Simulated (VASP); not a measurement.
A run of VASP 6.6.1 is set up as follows.

The input POSCAR:

```
Si
1.0
    2.6290009028      0.0000000000      0.0000000000
   -1.3145004514      2.2767815684      0.0000000000
    0.0000000000      0.0000000000      2.6184890261
Si
1
Direct
    0.0000000000      0.0000000000      0.0000000000
```

INCAR.step1

```
SYSTEM = Si
  PREC = Accurate
  ENCUT = 520
  ISMEAR = 0
  SIGMA = 0.15
  LREAL = .False.
  LASPH = .True.
  NELM = 80
  NBANDS = 8
  GGA = PE
  ALGO = Normal
  EDIFF = 1E-4
  LWAVE = .True.
  LCHARG = .False.
```

The input INCAR.step2:

```
SYSTEM = Si
  PREC = Accurate
  ENCUT = 520
  EDIFF = 1E-6
  ISMEAR = 0
  SIGMA = 0.15
  LREAL = .False.
  LASPH = .True.
  NELM = 80
  ALGO = Normal
  ISIF = 2
  LWAVE = .False.
  LCHARG = .False.
  METAGGA = R2SCAN
  LMIXTAU = .True.
  NBANDS = 8
  ISTART = 1
```

The input KPOINTS:

```
Automatic mesh
0
Gamma
  24 24 24
  0 0 0
```

Potentials or basis: VASP PAW PBE potentials, release 64 (Si).

Launch:

```console
$ cat potpaw_PBE.64/Si/POTCAR > POTCAR
$ cp INCAR.step1 INCAR
$ mpirun -np 1 vasp_std > vasp.out
$ cp INCAR.step2 INCAR
$ mpirun -np 1 vasp_std > vasp.out
```

Q: What does it give for the band gap on the k mesh?

A: Zero (bands 2 and 3 overlap by 10.84 eV).

Q: What does it give for the pressure?

A: -4.9 GPa.

Stress tensor (GPa, compression positive):
```
 -0.87   0.00   0.00
  0.00  -0.87   0.00
  0.00   0.00 -13.10
```

Caveat: the cell differs from its parent crystal (strain +0.000 along x and y, +0.050 along z); the stress differs along the axes, from -13 to -1 GPa; the PAW data sets were made with another functional, which shifts forces and pressure a little.
